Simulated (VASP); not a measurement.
Input of a VASP 6.6.1 run:

INCAR

```
PREC = Accurate ; ENCUT = 520
EDIFF = 1E-7 ; ISMEAR = 0
SIGMA = 0.1 ; LREAL = F
LASPH = T ; NELM = 100
ALGO = Normal ; ISIF = 2
LWAVE = F ; LCHARG = F
GGA = PS ; NBANDS = 36
```

Contents of KPOINTS:

```
regular mesh
0
Gamma
  10 10 10
```

File POSCAR:

```
TiO
1.0
    4.0734467467      0.0000000000      0.0000000000
    0.0000000000      4.0734467467      0.0000000000
    0.0000000000      0.0000000000      4.0734467467
Ti O
3 3
Direct
    0.5000000000      0.5000000000      0.0000000000
    0.0000000000      0.5000000000      0.5000000000
    0.5000000000      0.0000000000      0.5000000000
    0.0000000000      0.5000000000      0.0000000000
    0.5000000000      0.0000000000      0.0000000000
    0.0000000000      0.0000000000      0.5000000000
```

Potentials or basis: VASP PAW PBE potentials, release 64 (Ti_sv, O).

Launch:

```console
$ cat potpaw_PBE.64/Ti_sv/POTCAR potpaw_PBE.64/O/POTCAR > POTCAR
$ mpirun -np 1 vasp_std > vasp.out
```

Question: Predict the band gap on the k mesh.

Answer: Zero (band 27 reaches 8.41 eV, above the bottom of band 28 at 6.49 eV).

Question: What does it give for the pressure?

Answer: -5.8 GPa.

Caveat: the PAW data sets were made with another functional, which shifts forces and pressure a little; semilocal functionals often make such compounds metallic where correlation or magnetic order opens a gap, which also shifts bond lengths.
